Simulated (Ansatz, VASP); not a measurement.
One calculation of C, two programs

Contents of INCAR:

```
SYSTEM = C
ALGO     = Normal         ! electronic algorithm
EDIFF    = 1E-7           ! SCF threshold, eV
ENCUT    = 520            ! plane-wave cutoff, eV
GGA      = PE             ! functional
ISIF     = 2              ! what is computed and relaxed
ISMEAR   = 0              ! smearing method
LASPH    = .True.         ! aspherical terms in the spheres
LCHARG   = .False.        ! write CHGCAR
LREAL    = Auto         
LWAVE    = .False.        ! write WAVECAR
NBANDS   = 43             ! bands
NELM     = 80             ! most SCF steps
PREC     = Accurate       ! precision mode
SIGMA    = 0.05           ! smearing width, eV
```

The input KPOINTS:

```
k-points
0
Gamma
  6 6 6
  0 0 0
```

File POSCAR:

```
C
1.0
    3.5715485858      0.0000000000     -3.5715485858
    0.0000000000      3.5715485858     -3.5715485858
    3.5715485858      3.5715485858      0.0000000000
C
15
Direct
    0.2500000000      0.2500000000      0.2500000000
    0.2500000000      0.7500000000      0.7500000000
    0.2500000000      0.7500000000      0.2500000000
    0.7500000000      0.2500000000      0.7500000000
    0.7500000000      0.2500000000      0.2500000000
    0.7500000000      0.7500000000      0.7500000000
    0.7500000000      0.7500000000      0.2500000000
    0.1250000000      0.1250000000      0.1250000000
    0.1250000000      0.1250000000      0.6250000000
    0.1250000000      0.6250000000      0.1250000000
    0.2850279523      0.6250000000      0.5449860239
    0.6250000000      0.1250000000      0.1250000000
    0.6250000000      0.1250000000      0.6250000000
    0.6250000000      0.6250000000      0.1250000000
    0.6250000000      0.6250000000      0.6250000000
```

Input for Ansatz:

```yaml
crystal:
  lattice:
    - [3.5715485858, 0.0, -3.5715485858]
    - [0.0, 3.5715485858, -3.5715485858]
    - [3.5715485858, 3.5715485858, 0.0]
  atoms:
    - { symbol: C, position: [0.25, 0.25, 0.25] }
    - { symbol: C, position: [0.25, 0.75, 0.75] }
    - { symbol: C, position: [0.25, 0.75, 0.25] }
    - { symbol: C, position: [0.75, 0.25, 0.75] }
    - { symbol: C, position: [0.75, 0.25, 0.25] }
    - { symbol: C, position: [0.75, 0.75, 0.75] }
    - { symbol: C, position: [0.75, 0.75, 0.25] }
    - { symbol: C, position: [0.125, 0.125, 0.125] }
    - { symbol: C, position: [0.125, 0.125, 0.625] }
    - { symbol: C, position: [0.125, 0.625, 0.125] }
    - { symbol: C, position: [0.2850279523, 0.625, 0.5449860239] }
    - { symbol: C, position: [0.625, 0.125, 0.125] }
    - { symbol: C, position: [0.625, 0.125, 0.625] }
    - { symbol: C, position: [0.625, 0.625, 0.125] }
    - { symbol: C, position: [0.625, 0.625, 0.625] }
basis:
  ecutwfc: 420
kpoints:
  mp_grid: { grid: [6, 6, 6] }
hamiltonian:
  xc: pbe
  pseudopotentials: { kind: paw, azcp: { folder: soft_1 } }
scf:
  occupations: { method: gaussian, width: 0.05 }
output:
  forces: true
  stress: true
  eigenvalues: true
```

Change from the starting cell: C vacancy; atom 11 moved 0.000 of the way to it and -0.700 Å across, host rigid.

Alike in both runs: task single point; functional PBE; k mesh 6 × 6 × 6; occupations gaussian, width 0.05 eV; no spin polarisation.

|  | VASP | Ansatz |
| --- | --- | --- |
| version | VASP 6.6.1 | Ansatz 0.2.0 |
| potentials or method | VASP PAW PBE potentials, release 64 (C), cutoff 520 eV | scalar-relativistic, plane waves, PAW |
| valence electrons in the cell | 60 | 60 |

```csv
,VASP,Ansatz,Ansatz less VASP
gap on the k mesh at the Fermi level (eV),none,none,-
pressure (GPa),6.5,5.5,-0.93
"traceless stress, the component that is largest in VASP (GPa)",10.93,11.00,+0.072
rms of the force components (eV/Å),2.072,2.071,-0.0004
```

Atom by atom the forces differ by 0.013 eV/Å (rms over components). A gap of «none» marks a metal or a gap that the smearing closes. The functional is the same, so the differences come from potentials, cutoffs and numerics.
